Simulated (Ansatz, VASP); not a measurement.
# Two plane-wave programs on Ir

INCAR

```
SYSTEM = Ir
PREC = Accurate
ENCUT = 500
EDIFF = 1E-6
ISMEAR = 0
SIGMA = 0.1
LREAL = .False.
LASPH = .True.
NELM = 120
ALGO = Normal
ISIF = 2
LWAVE = .False.
LCHARG = .True.
LELF = .True.
LVHAR = .True.
NBANDS = 10
GGA_COMPAT = .False.
```

Contents of KPOINTS:

```
Automatic mesh
0
Gamma
  8 8 8
  0 0 0
```

The input POSCAR:

```
Ir
1.0
   -1.5254903019      1.5254903019      1.5254903019
    1.5254903019     -1.5254903019      1.5254903019
    1.5254903019      1.5254903019     -1.5254903019
Ir
1
Direct
    0.0000000000      0.0000000000      0.0000000000
```

Input for Ansatz:

```yaml
crystal:
  lattice:
    - [-1.5254903019, 1.5254903019, 1.5254903019]
    - [1.5254903019, -1.5254903019, 1.5254903019]
    - [1.5254903019, 1.5254903019, -1.5254903019]
  atoms:
    - { symbol: Ir, position: [0.0, 0.0, 0.0] }
basis:
  ecutwfc: 420
kpoints:
  mp_grid: { grid: [8, 8, 8] }
hamiltonian:
  xc: lda
  pseudopotentials: { kind: paw, azcp: { folder: soft_1 } }
scf:
  occupations: { method: gaussian, width: 0.1 }
output:
  forces: true
  stress: true
  eigenvalues: true
```

Alike in both runs: task single point; functional LDA; k mesh 8 × 8 × 8; occupations gaussian, width 0.1 eV; no spin polarisation.

|  | VASP | Ansatz |
| --- | --- | --- |
| version | VASP 6.6.1 | Ansatz 0.2.0 |
| potentials or method | VASP PAW LDA potentials, release 64 (Ir), cutoff 500 eV | scalar-relativistic, plane waves, PAW |
| valence electrons in the cell | 9 | 17 |

|  | VASP | Ansatz | Ansatz less VASP |
| --- | --- | --- | --- |
| gap on the k mesh at the Fermi level (eV) | none | none | - |
| pressure (GPa) | 5.7 | 3.3 | -2.36 |

Ansatz warns that its potentials were made for another functional, while VASP's fit it. LDA's correlation is that of Perdew and Zunger in VASP and of Perdew and Wang (1992) in Ansatz. A gap of «none» marks a metal or a gap that the smearing closes. VASP's potentials hold 9 valence electrons a cell and Ansatz's 17, so a difference there can come from the potentials and not from the codes.

The k mesh is coarse, so the values compare programs but aren't converged. Spin-orbit coupling is off throughout.
